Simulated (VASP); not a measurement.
# C (Fd-3m) in VASP: single point with LDA

Aim: the single point of C with LDA.

All numbers are computed with VASP 6.6.1; they aren't measurements. Logs are shortened: lines on timing, memory, paths and dates and some standing lists are left out, and cuts for length are marked.

## Step 1: The cell of the first run

The structure is cubic, space group Fd-3m (No. 227). Conventional cell: a = 3.567 Å, b = 3.567 Å, c = 3.567 Å, α = 90.00°, β = 90.00°, γ = 90.00°. Within 2.1 Å of C (site symmetry -43m) lie 4 C at 1.54 Å.

## Step 2: Single point, LDA

The input, INCAR:

```
PREC = Accurate ; ENCUT = 1300
EDIFF = 1E-6 ; ISMEAR = 0
SIGMA = 0.01 ; LREAL = False
LASPH = True ; NELM = 120
ALGO = Normal ; ISIF = 2
LWAVE = False ; LCHARG = False
GGA = CA ; NBANDS = 11
GGA_COMPAT = False
```

The input, KPOINTS:

```
Automatic mesh
0
Gamma
  8 8 8
```

The input, POSCAR:

```
C
1.0
    0.0000000000      1.7833700000      1.7833700000
    1.7833700000      0.0000000000      1.7833700000
    1.7833700000      1.7833700000      0.0000000000
C
2
Direct
    0.0000000000      0.0000000000      0.0000000000
    0.2500000000      0.2500000000      0.2500000000
```

Potentials or basis: VASP PAW LDA potentials, release 64 (C_h).

Started as:

```sh
cat potpaw_LDA.64/C_h/POTCAR > POTCAR
mpirun -np 1 vasp_std > vasp.out
```

OUTCAR:

```text
PREC = Accurate
   ENCUT = 1300
   EDIFF = 1E-6
   ISMEAR = 0
   LREAL = False
   LASPH = True
   NELM = 120
   ISIF = 2
   GGA = CA

 ion  position               nearest neighbor table
   1  0.000  0.000  0.000-
   2  0.250  0.250  0.250-

  LATTYP: Found a face centered cubic cell.
 ALAT       =     3.5667400000

  Lattice vectors:

 A1 = (   0.0000000000,   1.7833700000,   1.7833700000)
 A2 = (   1.7833700000,   0.0000000000,   1.7833700000)
 A3 = (   1.7833700000,   1.7833700000,   0.0000000000)

Analysis of symmetry for initial positions (statically):
=====================================================================
 Subroutine PRICEL returns:
 Original cell was already a primitive cell.

 Routine SETGRP: Setting up the symmetry group for a
 face centered cubic supercell.

 Subroutine GETGRP returns: Found 48 space group operations
 (whereof 24 operations were pure point group operations)
 out of a pool of 48 trial point group operations.

The static configuration has the point symmetry T_d .
 The point group associated with its full space group is O_h .

Analysis of symmetry for dynamics (positions and initial velocities):
=====================================================================
 Subroutine PRICEL returns:
 Original cell was already a primitive cell.

 Routine SETGRP: Setting up the symmetry group for a
 face centered cubic supercell.

 Subroutine GETGRP returns: Found 48 space group operations
 (whereof 24 operations were pure point group operations)
 out of a pool of 48 trial point group operations.

The dynamic configuration has the point symmetry T_d .
 The point group associated with its full space group is O_h .

 Subroutine INISYM returns: Found 48 space group operations
 (whereof 24 operations are pure point group operations),
 and found     1 'primitive' translations

----------------------------------------------------------------------------------------

                                     Primitive cell

  volume of cell :      11.3437

  direct lattice vectors                    reciprocal lattice vectors
     0.000000000  1.783370000  1.783370000    -0.280368067  0.280368067  0.280368067
     1.783370000  0.000000000  1.783370000     0.280368067 -0.280368067  0.280368067
     1.783370000  1.783370000  0.000000000     0.280368067  0.280368067 -0.280368067

  length of vectors
     2.522066041  2.522066041  2.522066041     0.485611737  0.485611737  0.485611737

  position of ions in fractional coordinates (direct lattice)
     0.000000000  0.000000000  0.000000000
     0.250000000  0.250000000  0.250000000

  ion indices of the primitive-cell ions
   primitive index   ion index
                 1           1
                 2           2

----------------------------------------------------------------------------------------

 KPOINTS: Automatic mesh

Automatic generation of k-mesh.
 Grid dimensions read from file:
 generate k-points for:    8    8    8

 Generating k-lattice:

  Cartesian coordinates                     Fractional coordinates (reciprocal lattice)
    -0.035046008  0.035046008  0.035046008     0.125000000  0.000000000  0.000000000
     0.035046008 -0.035046008  0.035046008     0.000000000  0.125000000  0.000000000
     0.035046008  0.035046008 -0.035046008     0.000000000  0.000000000  0.125000000

  Length of vectors
     0.060701467  0.060701467  0.060701467

  Shift w.r.t. Gamma in fractional coordinates (k-lattice)
     0.000000000  0.000000000  0.000000000

 Subroutine IBZKPT returns following result:
 ===========================================

 Found     29 irreducible k-points:

 Following reciprocal coordinates:
            Coordinates               Weight
  0.000000  0.000000  0.000000      1.000000
  0.125000  0.000000  0.000000      8.000000
  0.250000  0.000000  0.000000      8.000000
  0.375000  0.000000  0.000000      8.000000
  0.500000  0.000000  0.000000      4.000000
  0.125000  0.125000  0.000000      6.000000
[... 16 lines left out ...]
  0.500000  0.250000  0.125000     48.000000
 -0.375000  0.250000  0.125000     24.000000
 [... further k-points ...]
   k-points           NKPTS =     29   k-points in BZ     NKDIM =     29   number of bands    NBANDS=     11
   number of dos      NEDOS =    301   number of ions     NIONS =      2
   total plane-waves  NPLWV =  27000
   dimension x,y,z NGX =    30 NGY =   30 NGZ =   30
   dimension x,y,z NGXF=    60 NGYF=   60 NGZF=   60
   ions per type =               2
   NGX,Y,Z   is equivalent  to a cutoff of  19.77, 19.77, 19.77 a.u.
   NGXF,Y,Z  is equivalent  to a cutoff of  39.55, 39.55, 39.55 a.u.
 SYSTEM =  unknown system
   PREC   = accura    normal or accurate (medium, high low for compatibility)
   ISTART =      0    job   : 0-new  1-cont  2-samecut
   ICHARG =      2    charge: 1-file 2-atom 10-const
   ISPIN  =      1    spin polarized calculation?
   LNONCOLLINEAR =      F non collinear calculations
   LSORBIT =      F    spin-orbit coupling
   LASPH  =      T    aspherical Exc in radial PAW
   ENCUT  = 1300.0 eV  95.55 Ry    9.77 a.u.   7.41  7.41  7.41*2*pi/ulx,y,z
   NELM   =    120;   NELMIN=  2; NELMDL= -5     # of ELM steps
   EDIFF  = 0.1E-05   stopping-criterion for ELM
   LREAL  =      F    real-space projection
   EDIFFG = 0.1E-04   stopping-criterion for IOM
   NSW    =      0    number of steps for IOM
   IBRION =     -1    ionic relax: 0-MD 1-quasi-New 2-CG
   NFREE  =      0    steps in history (QN), initial steepest desc. (CG)
   ISIF   =      2    stress and relaxation
   ISYM   =      2    0-nonsym 1-usesym 2-fastsym
   POTIM  = 0.5000    time-step for ionic-motion
   TEBEG  =    0.0;   TEEND  =   0.0 temperature during run
   PSTRESS=    0.0 pullay stress
   NELECT =       8.0000    total number of electrons
   NUPDOWN=      -1.0000    fix difference up-down
   EMIN   =  10.00;   EMAX   =-10.00  energy-range for DOS
   EFERMI =   0.00;   METHOD = LEGACY
   ISMEAR =     0;   SIGMA  =   0.01  broadening in eV -4-tet -1-fermi 0-gaus
   EFERMI_NEDOS =   21; number of points for ismear=-14 and -15
   IALGO  =     38    algorithm
   IMIX   =      4    mixing-type and parameters
     AMIX     =   0.40;   BMIX     =  1.00
     AMIX_MAG =   1.60;   BMIX_MAG =  1.00
  volume/ion in A,a.u.               =       5.67        38.28
  Fermi-wavevector in a.u.,A,eV,Ry     =   1.457203  2.753714 28.891161  2.123440
  Thomas-Fermi vector in A             =   2.574032
   LORBIT       =      0    0 simple, 1 ext, 2 COOP (PROOUT), +10 PAW based schemes
   GGA     = CA    functional components
   LHFCALC =     F    Hartree Fock is set to
   AEXX    =    0.0000 exact exchange contribution
   IVDW    =     0    specifies the selected vdW correction
   LEPSILON=     F    determine dielectric tensor
   LRPA    =     F    only Hartree local field effects (RPA)
 non-spin polarized calculation
 Gauss-broadening in eV      SIGMA  =   0.01
  energy-cutoff  :     1300.00
  volume of cell :       11.34
 maximum number of plane-waves:      1243
 NGX is ok and might be reduce to    30
   NGX = 15   NGY = 15   NGZ = 15

 number of electron       8.0000000 magnetization

 Free energy of the ion-electron system (eV)
  ---------------------------------------------------
  ext. energy  EPLUGINS =         0.00000000
  ---------------------------------------------------
  free energy    TOTEN  =       -20.25516696 eV

  energy without entropy =      -20.25516696  energy(sigma->0) =      -20.25516696

 E-fermi :  10.9068     XC(G=0): -13.6498

 val. band max:       10.8658749560   @ k =   0.0000   0.0000   0.0000
 cond. band min:      14.9671614656   @ k =   0.3750   0.3750   0.0000
 fundamental gap:      4.1012865097
 Fermi energy:        10.9067564421

 k-point     1 :       0.0000    0.0000    0.0000
  band No.  band energies     occupation
      1     -10.4538      2.00000
      2      10.8659      2.00000
      3      10.8659      2.00000
      4      10.8659      2.00000
      5      16.4090      0.00000
      6      16.4090      0.00000
      7      16.4090      0.00000
      8      24.4147      0.00000
      9      29.8711      0.00000
     10      37.4856      0.00000
     11      37.4856      0.00000

 k-point     2 :       0.1250    0.0000    0.0000
  band No.  band energies     occupation
      1     -10.0222      2.00000
      2       8.4766      2.00000
      3      10.2152      2.00000
      4      10.2152      2.00000
      5      17.2622      0.00000
      6      17.2622      0.00000
      7      17.7083      0.00000
      8      24.7080      0.00000
      9      30.4989      0.00000
     10      34.2816      0.00000
     11      34.2816      0.00000

 k-point     3 :       0.2500    0.0000    0.0000
  band No.  band energies     occupation
      1      -8.7398      2.00000
      2       4.3303      2.00000
      3       9.1257      2.00000
      4       9.1257      2.00000
      5      18.5908      0.00000
      6      18.5908      0.00000
      7      19.0580      0.00000
      8      25.4495      0.00000
      9      31.2589      0.00000
     10      33.1809      0.00000
     11      33.1809      0.00000
[... 267 lines left out ...]
 k-point    23 :       0.5000    0.2500    0.1250
  band No.  band energies     occupation
      1      -5.5827      2.00000
      2       1.1024      2.00000
      3       4.6281      2.00000
      4       6.7937      2.00000
      5      18.7581      0.00000
      6      20.4364      0.00000
      7      23.2507      0.00000
      8      24.0840      0.00000
      9      30.7258      0.00000
     10      33.0003      0.00000
     11      36.7573      0.00000

 k-point    24 :      -0.3750    0.2500    0.1250
  band No.  band energies     occupation
      1      -3.6108      2.00000
      2      -1.4648      2.00000
      3       4.6071      2.00000
      4       6.1773      2.00000
      5      19.0402      0.00000
      6      20.3172      0.00000
      7      23.8967      0.00000
      8      25.5772      0.00000
      9      28.9178      0.00000
     10      34.4759      0.00000
     11      37.0002      0.00000

 [... further k-points ...]

------------------------ aborting loop because EDIFF is reached ----------------------------------------

  FORCE on cell =-STRESS in cart. coord.  units (eV):
  Direction    XX          YY          ZZ          XY          YZ          ZX
  --------------------------------------------------------------------------------------
  -------------------------------------------------------------------------------------
  Total       -0.8673316     -0.8673316     -0.8673316      0.0000000      0.0000000      0.0000000
  in kB     -122.5014996   -122.5014996   -122.5014996      0.0000000      0.0000000      0.0000000
  external PRESSURE =    -122.5014996 kB  Pullay stress =       0.0000000 kB

 VOLUME and BASIS-vectors are now :
 -----------------------------------------------------------------------------
  energy-cutoff  :     1300.00
  volume of cell :       11.34
      direct lattice vectors                 reciprocal lattice vectors
     0.000000000  1.783370000  1.783370000    -0.280368067  0.280368067  0.280368067
     1.783370000  0.000000000  1.783370000     0.280368067 -0.280368067  0.280368067
     1.783370000  1.783370000  0.000000000     0.280368067  0.280368067 -0.280368067

 POSITION                                       TOTAL-FORCE (eV/Angst)
 -----------------------------------------------------------------------------------
      0.00000      0.00000      0.00000        -0.000000     -0.000000     -0.000000
      0.89168      0.89168      0.89168         0.000000      0.000000      0.000000
 -----------------------------------------------------------------------------------
    total drift:                                0.000000     -0.000000      0.000000

  FREE ENERGIE OF THE ION-ELECTRON SYSTEM (eV)
  ---------------------------------------------------
  free  energy   TOTEN  =       -20.2551669573 eV

  energy  without entropy=      -20.2551669573  energy(sigma->0) =      -20.25516696
```

Run time: 6.7 s. Hardware: 1 thread of Intel Xeon Platinum 8488C (Sapphire Rapids), shared host; peak memory 0.14 GiB.

Results:

```yaml
Free_energy: -20.2552 eV
Pressure: -12.3 GPa
Band_gap_on_the_k_mesh: 4.10 eV (least direct gap 5.54 eV)
```

Levels at points of the mesh, in eV from the valence-band top:
```csv
k point,band 1,band 2,band 3,band 4,band 5,band 6,band 7,band 8,band 9
"(0.00, 0.00, 0.00)",-21.32,0.00,0.00,0.00,5.54,5.54,5.54,13.55,19.01
"(0.50, 0.00, 0.00)",-15.48,-13.36,-2.79,-2.79,8.38,8.38,9.01,15.40,21.51
"(0.50, 0.50, 0.00)",-12.61,-12.61,-6.29,-6.29,4.71,4.71,16.62,16.62,22.91
```

Caveat: the cell stands under tension.
